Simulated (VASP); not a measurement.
# Cr (Fm-3m) in VASP: a series of runs

Runs on Cr. Level: PBE. Tasks: single point.

Program: VASP 6.6.1. These are calculated values, not measurements. Logs are shortened: lines on timing, memory, paths and dates and some standing lists are left out, and cuts for length are marked.

## 1. The cell of the first run

The structure is cubic, space group Fm-3m (No. 225). Conventional cell: a = 3.695 Å, b = 3.695 Å, c = 3.695 Å, α = 90.00°, β = 90.00°, γ = 90.00°. Cr (site symmetry m-3m) has 12 Cr at 2.61 Å within 3.4 Å.

This isn't the form of Cr at room conditions, which is bcc.

## 2. Single point, PBE

INCAR

```
PREC = Accurate
ENCUT = 500
EDIFF = 1E-6
ISMEAR = -1
SIGMA = 0.06122561905347299
LREAL = F
LASPH = T
NELM = 120
ALGO = Normal
ISIF = 2
LWAVE = F
LCHARG = F
GGA = PE
NBANDS = 12
GGA_COMPAT = F
```

KPOINTS

```
Automatic mesh
0
Gamma
  26 26 26
```

POSCAR

```
Cr
1.0
    0.0000000000      1.8472739886      1.8472739886
    1.8472739886      0.0000000000      1.8472739886
    1.8472739886      1.8472739886      0.0000000000
Cr
1
Direct
    0.0000000000      0.0000000000      0.0000000000
```

Potentials or basis: VASP PAW PBE potentials, release 64 (Cr_pv).

The run is started by

```sh
$ cat potpaw_PBE.64/Cr_pv/POTCAR > POTCAR
$ mpirun -np 1 vasp_std > vasp.out
```

OUTCAR:

```text
PREC = Accurate
   ENCUT = 500
   EDIFF = 1E-6
   ISMEAR = -1
   LREAL = F
   LASPH = T
   NELM = 120
   ISIF = 2
   GGA = PE

 ion  position               nearest neighbor table
   1  0.000  0.000  0.000-

  LATTYP: Found a face centered cubic cell.
 ALAT       =     3.6945479772

  Lattice vectors:

 A1 = (   0.0000000000,   1.8472739886,   1.8472739886)
 A2 = (   1.8472739886,   0.0000000000,   1.8472739886)
 A3 = (   1.8472739886,   1.8472739886,   0.0000000000)

Analysis of symmetry for initial positions (statically):
=====================================================================
 Subroutine PRICEL returns:
 Original cell was already a primitive cell.

 Routine SETGRP: Setting up the symmetry group for a
 face centered cubic supercell.

 Subroutine GETGRP returns: Found 48 space group operations
 (whereof 48 operations were pure point group operations)
 out of a pool of 48 trial point group operations.

The static configuration has the point symmetry O_h .

Analysis of symmetry for dynamics (positions and initial velocities):
=====================================================================
 Subroutine PRICEL returns:
 Original cell was already a primitive cell.

 Routine SETGRP: Setting up the symmetry group for a
 face centered cubic supercell.

 Subroutine GETGRP returns: Found 48 space group operations
 (whereof 48 operations were pure point group operations)
 out of a pool of 48 trial point group operations.

The dynamic configuration has the point symmetry O_h .

 Subroutine INISYM returns: Found 48 space group operations
 (whereof 48 operations are pure point group operations),
 and found     1 'primitive' translations

----------------------------------------------------------------------------------------

                                     Primitive cell

  volume of cell :      12.6074

  direct lattice vectors                    reciprocal lattice vectors
     0.000000000  1.847273989  1.847273989    -0.270669107  0.270669107  0.270669107
     1.847273989  0.000000000  1.847273989     0.270669107 -0.270669107  0.270669107
     1.847273989  1.847273989  0.000000000     0.270669107  0.270669107 -0.270669107

  length of vectors
     2.612439928  2.612439928  2.612439928     0.468812645  0.468812645  0.468812645

  position of ions in fractional coordinates (direct lattice)
     0.000000000  0.000000000  0.000000000

  ion indices of the primitive-cell ions
   primitive index   ion index
                 1           1

----------------------------------------------------------------------------------------

 KPOINTS: Automatic mesh

Automatic generation of k-mesh.
 Grid dimensions read from file:
 generate k-points for:   26   26   26

 Generating k-lattice:

  Cartesian coordinates                     Fractional coordinates (reciprocal lattice)
    -0.010410350  0.010410350  0.010410350     0.038461538  0.000000000  0.000000000
     0.010410350 -0.010410350  0.010410350     0.000000000  0.038461538  0.000000000
     0.010410350  0.010410350 -0.010410350     0.000000000  0.000000000  0.038461538

  Length of vectors
     0.018031256  0.018031256  0.018031256

  Shift w.r.t. Gamma in fractional coordinates (k-lattice)
     0.000000000  0.000000000  0.000000000

 Subroutine IBZKPT returns following result:
 ===========================================

 Found    511 irreducible k-points:

 Following reciprocal coordinates:
            Coordinates               Weight
  0.000000  0.000000  0.000000      1.000000
  0.038462  0.000000  0.000000      8.000000
  0.076923  0.000000  0.000000      8.000000
  0.115385  0.000000  0.000000      8.000000
  0.153846  0.000000  0.000000      8.000000
  0.192308  0.000000  0.000000      8.000000
[... 16 lines left out ...]
  0.346154  0.038462  0.000000     24.000000
  0.384615  0.038462  0.000000     24.000000
 [... further k-points ...]
   k-points           NKPTS =    511   k-points in BZ     NKDIM =    511   number of bands    NBANDS=     12
   number of dos      NEDOS =    301   number of ions     NIONS =      1
   total plane-waves  NPLWV =   8000
   dimension x,y,z NGX =    20 NGY =   20 NGZ =   20
   dimension x,y,z NGXF=    40 NGYF=   40 NGZF=   40
   ions per type =               1
   NGX,Y,Z   is equivalent  to a cutoff of  12.73, 12.73, 12.73 a.u.
   NGXF,Y,Z  is equivalent  to a cutoff of  25.45, 25.45, 25.45 a.u.
 SYSTEM =  unknown system
   PREC   = accura    normal or accurate (medium, high low for compatibility)
   ISTART =      0    job   : 0-new  1-cont  2-samecut
   ICHARG =      2    charge: 1-file 2-atom 10-const
   ISPIN  =      1    spin polarized calculation?
   LNONCOLLINEAR =      F non collinear calculations
   LSORBIT =      F    spin-orbit coupling
   LASPH  =      T    aspherical Exc in radial PAW
   ENCUT  =  500.0 eV  36.75 Ry    6.06 a.u.   4.76  4.76  4.76*2*pi/ulx,y,z
   NELM   =    120;   NELMIN=  2; NELMDL= -5     # of ELM steps
   EDIFF  = 0.1E-05   stopping-criterion for ELM
   LREAL  =      F    real-space projection
   EDIFFG = 0.1E-04   stopping-criterion for IOM
   NSW    =      0    number of steps for IOM
   IBRION =     -1    ionic relax: 0-MD 1-quasi-New 2-CG
   NFREE  =      0    steps in history (QN), initial steepest desc. (CG)
   ISIF   =      2    stress and relaxation
   ISYM   =      2    0-nonsym 1-usesym 2-fastsym
   POTIM  = 0.5000    time-step for ionic-motion
   TEBEG  =    0.0;   TEEND  =   0.0 temperature during run
   PSTRESS=    0.0 pullay stress
   NELECT =      12.0000    total number of electrons
   NUPDOWN=      -1.0000    fix difference up-down
   EMIN   =  10.00;   EMAX   =-10.00  energy-range for DOS
   EFERMI =   0.00;   METHOD = LEGACY
   ISMEAR =    -1;   SIGMA  =   0.06  broadening in eV -4-tet -1-fermi 0-gaus
   EFERMI_NEDOS =   21; number of points for ismear=-14 and -15
   IALGO  =     38    algorithm
   IMIX   =      4    mixing-type and parameters
     AMIX     =   0.40;   BMIX     =  1.00
     AMIX_MAG =   1.60;   BMIX_MAG =  1.00
  volume/ion in A,a.u.               =      12.61        85.08
  Fermi-wavevector in a.u.,A,eV,Ry     =   1.610376  3.043169 35.284133  2.593311
  Thomas-Fermi vector in A             =   2.705936
   LORBIT       =      0    0 simple, 1 ext, 2 COOP (PROOUT), +10 PAW based schemes
   GGA     = PE    functional components
   LHFCALC =     F    Hartree Fock is set to
   AEXX    =    0.0000 exact exchange contribution
   IVDW    =     0    specifies the selected vdW correction
   LEPSILON=     F    determine dielectric tensor
   LRPA    =     F    only Hartree local field effects (RPA)
 non-spin polarized calculation
  energy-cutoff  :      500.00
  volume of cell :       12.61
 maximum number of plane-waves:       332
   NGX =  9   NGY =  9   NGZ =  9

 number of electron      11.9999989 magnetization

 Free energy of the ion-electron system (eV)
  ---------------------------------------------------
  ext. energy  EPLUGINS =         0.00000000
  ---------------------------------------------------
  free energy    TOTEN  =        -9.10307751 eV

  energy without entropy =       -9.07828131  energy(sigma->0) =       -9.09067941

 E-fermi :   9.5425     XC(G=0): -13.1601

 val. band max:        9.5404453458   @ k =  -0.4231   0.3846   0.0769
 cond. band min:       9.5479502049   @ k =  -0.1154   0.1154   0.0000
 fundamental gap:      0.0075048590
 Fermi energy:         9.5424728704

 k-point     1 :       0.0000    0.0000    0.0000
  band No.  band energies     occupation
      1     -32.9296      2.00000
      2     -32.9296      2.00000
      3     -32.9296      2.00000
      4       2.2471      2.00000
      5       9.1552      1.99642
      6       9.1552      1.99642
      7       9.1552      1.99642
      8      10.7671      0.00000
      9      10.7671      0.00000
     10      16.9993      0.00000
     11      28.9605      0.00000
     12      34.2040      0.00000

 k-point     2 :       0.0385    0.0000    0.0000
  band No.  band energies     occupation
      1     -32.9400      2.00000
      2     -32.9309      2.00000
      3     -32.9309      2.00000
      4       2.3043      2.00000
      5       9.1286      1.99768
      6       9.1741      1.99514
      7       9.1741      1.99514
      8      10.7565      0.00000
      9      10.7565      0.00000
     10      16.9993      0.00000
     11      28.9743      0.00000
     12      33.6089      0.00000

 k-point     3 :       0.0769    0.0000    0.0000
  band No.  band energies     occupation
      1     -32.9705      2.00000
      2     -32.9348      2.00000
      3     -32.9348      2.00000
      4       2.4741      2.00000
      5       9.0525      1.99933
      6       9.2271      1.98848
      7       9.2271      1.98848
      8      10.7288      0.00000
      9      10.7288      0.00000
     10      16.9993      0.00000
     11      28.9763      0.00000
     12      32.3849      0.00000
[... 286 lines left out ...]
 k-point    23 :       0.3462    0.0385    0.0000
  band No.  band energies     occupation
      1     -33.4513      2.00000
      2     -33.0059      2.00000
      3     -32.9974      2.00000
      4       5.3687      2.00000
      5       8.7114      2.00000
      6       9.2354      1.98681
      7       9.3099      1.95621
      8      11.2516      0.00000
      9      11.4260      0.00000
     10      16.9972      0.00000
     11      21.7813      0.00000
     12      28.7807      0.00000

 k-point    24 :       0.3846    0.0385    0.0000
  band No.  band energies     occupation
      1     -33.5159      2.00000
      2     -33.0135      2.00000
      3     -33.0074      2.00000
      4       5.6497      2.00000
      5       9.0188      1.99961
      6       9.1752      1.99505
      7       9.2297      1.98798
      8      11.5025      0.00000
      9      11.6077      0.00000
     10      16.9959      0.00000
     11      20.5373      0.00000
     12      28.4467      0.00000

 [... further k-points ...]
[... 5 lines left out ...]
  --------------------------------------------------------------------------------------
  -------------------------------------------------------------------------------------
  Total       -1.0098020     -1.0098020     -1.0098020      0.0000000      0.0000000      0.0000000
  in kB     -128.3284252   -128.3284252   -128.3284252      0.0000000      0.0000000      0.0000000
  external PRESSURE =    -128.3284252 kB  Pullay stress =       0.0000000 kB

 VOLUME and BASIS-vectors are now :
 -----------------------------------------------------------------------------
  energy-cutoff  :      500.00
  volume of cell :       12.61
      direct lattice vectors                 reciprocal lattice vectors
     0.000000000  1.847273989  1.847273989    -0.270669107  0.270669107  0.270669107
     1.847273989  0.000000000  1.847273989     0.270669107 -0.270669107  0.270669107
     1.847273989  1.847273989  0.000000000     0.270669107  0.270669107 -0.270669107

 POSITION                                       TOTAL-FORCE (eV/Angst)
 -----------------------------------------------------------------------------------
      0.00000      0.00000      0.00000         0.000000     -0.000000      0.000000
 -----------------------------------------------------------------------------------
    total drift:                                0.000000      0.000000      0.000000

  FREE ENERGIE OF THE ION-ELECTRON SYSTEM (eV)
  ---------------------------------------------------
  free  energy   TOTEN  =        -9.1030775149 eV

  energy  without entropy=       -9.0782813128  energy(sigma->0) =       -9.09067941
```

Run time: 27 s. Hardware: 1 thread of Intel Xeon 6975P-C (Granite Rapids), shared host; peak memory 0.18 GiB.

What came out:

| Item | Value |
| --- | --- |
| Free energy | -9.1031 eV |
| Pressure | -12.8 GPa |
| Band gap on the k mesh | zero (bands 6 and 7 overlap by 2.68 eV) |

Levels at points of the mesh, in eV from the Fermi level:
| k point | band 3 | band 4 | band 5 | band 6 | band 7 | band 8 | band 9 | band 10 |
| --- | --- | --- | --- | --- | --- | --- | --- | --- |
| (0.00, 0.00, 0.00) | -42.47 | -7.30 | -0.39 | -0.39 | -0.39 | 1.22 | 1.22 | 7.46 |
| (0.50, 0.00, 0.00) | -42.56 | -3.67 | -0.49 | -0.49 | 0.71 | 2.32 | 2.32 | 7.44 |
| (0.50, 0.50, 0.00) | -42.72 | -3.79 | -3.00 | 2.30 | 2.61 | 2.61 | 3.44 | 7.45 |

Caveat: the cell stands under tension; the run has no spin polarisation, though such a crystal can be magnetic. Spin polarisation is off, so any magnetic state and its effect on volume and gap are missing.

## 3. Single point, PBE

INCAR

```
SYSTEM = Cr
PREC     = Accurate       ! precision mode
ENCUT    = 500            ! plane-wave cutoff, eV
EDIFF    = 1E-6           ! SCF threshold, eV
ISMEAR   = -1             ! smearing method
SIGMA    = 0.06122561905347299 ! smearing width, eV
LREAL    = .False.        ! projectors in reciprocal space
LASPH    = .True.         ! aspherical terms in the spheres
NELM     = 120            ! most SCF steps
ALGO     = Normal         ! electronic algorithm
ISIF     = 2              ! what is computed and relaxed
LWAVE    = .False.        ! write WAVECAR
LCHARG   = .False.        ! write CHGCAR
GGA      = PE             ! functional
NBANDS   = 12             ! bands
GGA_COMPAT= .False.
```

KPOINTS

```
Automatic mesh
0
Gamma
  26 26 26
  0 0 0
```

POSCAR is that of step 2.

Potentials or basis: VASP PAW PBE potentials, release 64 (Cr_pv).

The run is started by

```sh
$ cat potpaw_PBE.64/Cr_pv/POTCAR > POTCAR
$ mpirun -np 1 vasp_std > vasp.out
```

It took 27 s on 1 thread of Intel Xeon 6975P-C (Granite Rapids), shared host; peak memory 0.18 GiB.

It converged, with:

```yaml
Free_energy: -9.1031 eV
Pressure: -12.8 GPa
Band_gap_on_the_k_mesh: zero (bands 6 and 7 overlap by 2.68 eV)
```

Levels at points of the mesh, in eV from the Fermi level:
| k point | band 2 | band 3 | band 4 | band 5 | band 6 | band 7 | band 8 | band 9 | band 10 | band 11 |
| --- | --- | --- | --- | --- | --- | --- | --- | --- | --- | --- |
| (0.00, 0.00, 0.00) | -42.47 | -42.47 | -7.30 | -0.39 | -0.39 | -0.39 | 1.22 | 1.22 | 7.46 | 19.42 |
| (0.50, 0.00, 0.00) | -42.56 | -42.56 | -3.67 | -0.49 | -0.49 | 0.71 | 2.32 | 2.32 | 7.44 | 8.69 |
| (0.50, 0.50, 0.00) | -42.72 | -42.72 | -3.79 | -3.00 | 2.30 | 2.61 | 2.61 | 3.44 | 7.45 | 11.62 |

Caveat: the cell stands under tension; the run has no spin polarisation, though such a crystal can be magnetic. Spin polarisation is off, so any magnetic state and its effect on volume and gap are missing.

## 4. Single point, PBE

INCAR

```
SYSTEM = Cr
ALGO = Normal ; EDIFF = 1E-6
ENCUT = 500 ; GGA = PE
GGA_COMPAT = .FALSE. ; ISIF = 2
ISMEAR = -1 ; LASPH = .TRUE.
LCHARG = .FALSE. ; LREAL = .FALSE.
LWAVE = .FALSE. ; NBANDS = 12
NELM = 120 ; PREC = Accurate
SIGMA = 0.06122561905347299
```

KPOINTS

```
k-points
0
G
  52 52 52
  0 0 0
```

POSCAR is that of step 3.

The run is started by

```sh
$ cat potpaw_PBE.64/Cr_pv/POTCAR > POTCAR
$ mpirun -np 1 vasp_std > vasp.out
```

It took 3 min on 1 thread of AMD EPYC 9R45 (Zen 5), shared host; peak memory 0.52 GiB.

Results (log left out):

* Free energy: -9.1031 eV
* Pressure: -12.8 GPa
* Band gap on the k mesh: zero (bands 6 and 7 overlap by 2.68 eV)

Levels at points of the mesh, in eV from the Fermi level:
```tsv
k point	band 3	band 4	band 5	band 6	band 7	band 8	band 9	band 10
(0.00, 0.00, 0.00)	-42.47	-7.30	-0.39	-0.39	-0.39	1.22	1.22	7.46
(0.50, 0.00, 0.00)	-42.56	-3.67	-0.49	-0.49	0.71	2.32	2.32	7.44
(0.50, 0.50, 0.00)	-42.72	-3.79	-3.00	2.30	2.61	2.61	3.44	7.45
```

Caveat: the cell stands under tension; the run has no spin polarisation, though such a crystal can be magnetic. Spin polarisation is off, so any magnetic state and its effect on volume and gap are missing.
